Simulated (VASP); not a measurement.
A run of VASP 6.6.1 is set up as follows.

File INCAR:

```
PREC = Accurate
ENCUT = 500
EDIFF = 1E-6
ISMEAR = 0
SIGMA = 0.1
LREAL = False
LASPH = True
NELM = 200
ALGO = Normal
ISIF = 2
LWAVE = False
LCHARG = True
GGA = PE
LELF = True
LVHAR = True
NBANDS = 29
GGA_COMPAT = False
LMAXMIX = 6
```

Contents of KPOINTS:

```
Automatic mesh
0
Gamma
  4 4 4
```

File POSCAR:

```
Tb4S
1.0
   -3.5917429279      3.5917429279      3.2991764534
    3.5917429279     -3.5917429279      3.2991764534
    3.5917429279      3.5917429279     -3.2991764534
Tb S
4 1
Direct
    0.7545610922      0.7545610922      0.5091221845
    0.2454389078      0.2454389078      0.4908778155
    0.7545610922      0.2454389078      0.0000000000
    0.2454389078      0.7545610922      0.0000000000
    0.5000000000      0.5000000000      0.0000000000
```

Potentials or basis: VASP PAW PBE potentials, release 64 (Tb_3, S), 4f in core.

The run is started by

```bash
$ cat potpaw_PBE.64/Tb_3/POTCAR potpaw_PBE.64/S/POTCAR > POTCAR
$ mpirun -np 1 vasp_std > vasp.out
```

(1) What does it give for the band gap on the k mesh?

(2) Predict the largest force.

Results:

(1) zero (bands 21 and 22 overlap by 0.62 eV).

(2) 0.023 eV/Å.

Caveat: spin-orbit coupling is left out, which moves the levels of the heavy elements; the 4f electrons are frozen in the core, so they carry no moment and show no levels; the run has no spin polarisation, though such a crystal can be magnetic.
